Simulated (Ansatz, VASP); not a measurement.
CuO in VASP and in Ansatz

INCAR

```
ALGO = Normal
EDIFF = 1E-6
ENCUT = 520
GGA = PE
ISIF = 2
ISMEAR = -1
LASPH = True
LCHARG = False
LDAU = True
LDAUJ = 0 0
LDAUL = 2 -1
LDAUPRINT = 1
LDAUTYPE = 2
LDAUU = 6 0
LMAXMIX = 4
LREAL = False
LWAVE = False
NBANDS = 25
NELM = 150
PREC = Accurate
SIGMA = 0.05
```

Contents of KPOINTS:

```
k-points
0
Gamma
  8 8 6
```

POSCAR

```
CuO
1.0
    3.4220509700      0.0000000000      0.0000000000
    0.0000000000      3.4220509700      0.0000000000
    0.0000000000      0.0000000000      4.2604614800
Cu O
2 2
Direct
    0.0000000000      0.5000000000      0.0000000000
    0.5000000000      0.0000000000      0.5000000000
    0.0000000000      0.0000000000      0.2500000000
    0.0000000000      0.0000000000      0.7500000000
```

The input input.yaml:

```yaml
crystal:
  lattice:
    - [3.42205097, 0.0, 0.0]
    - [0.0, 3.42205097, 0.0]
    - [0.0, 0.0, 4.26046148]
  atoms:
    - { symbol: Cu, position: [0.0, 0.5, 0.0] }
    - { symbol: Cu, position: [0.5, 0.0, 0.5] }
    - { symbol: O, position: [0.0, 0.0, 0.25] }
    - { symbol: O, position: [0.0, 0.0, 0.75] }
hamiltonian:
  xc: pbe
  pseudopotentials: { kind: paw }
  hubbard: { sites: [{ species: Cu, l: d, u_eff: 6.0 }] }
kpoints:
  mp_grid: { grid: [8, 8, 6] }
  band_path:
    path:
      - [[0.0, 0.0, 0.0], [0.0, 0.5, 0.0], [0.5, 0.5, 0.0], [0.0, 0.0, 0.0], [0.0, 0.0, 0.5], [0.0, 0.5, 0.5], [0.5, 0.5, 0.5], [0.0, 0.0, 0.5]]
      - [[0.0, 0.5, 0.0], [0.0, 0.5, 0.5]]
      - [[0.5, 0.5, 0.0], [0.5, 0.5, 0.5]]
    npoints: 14
scf:
  occupations: { method: fermi_dirac, width: 0.05 }
  n_extra_bands: 10
output:
  forces: true
  stress: true
  eigenvalues: true
  fatbands: false
```

Alike in both runs: functional PBE; k mesh 8 × 8 × 6; occupations fermi-dirac, width 0.05 eV; no spin polarisation; Hubbard terms Cu d U = 6.0 eV.

|  | VASP | Ansatz |
| --- | --- | --- |
| version | VASP 6.6.1 | Ansatz 0.2.0 |
| potentials or method | VASP PAW PBE potentials, release 64 (Cu, O) | Ansatz PAW |
| plane-wave cutoff (eV) | 520 | 420 |
| valence electrons in the cell | 34 | 50 |
| task | single point | band structure |

```csv
,VASP,Ansatz,Ansatz less VASP
gap on the k mesh at the Fermi level (eV),none,none,-
pressure (GPa),-3.5,0.7,+4.25
"traceless stress, the component that is largest in VASP (GPa)",20.14,17.83,-2.306
```

The programs project onto different local orbitals, so the same U acts differently, and such runs can settle in different states. A gap of «none» marks a metal or a gap that the smearing closes. VASP's potentials hold 34 valence electrons a cell and Ansatz's 50, so a difference there can come from the potentials and not from the codes.
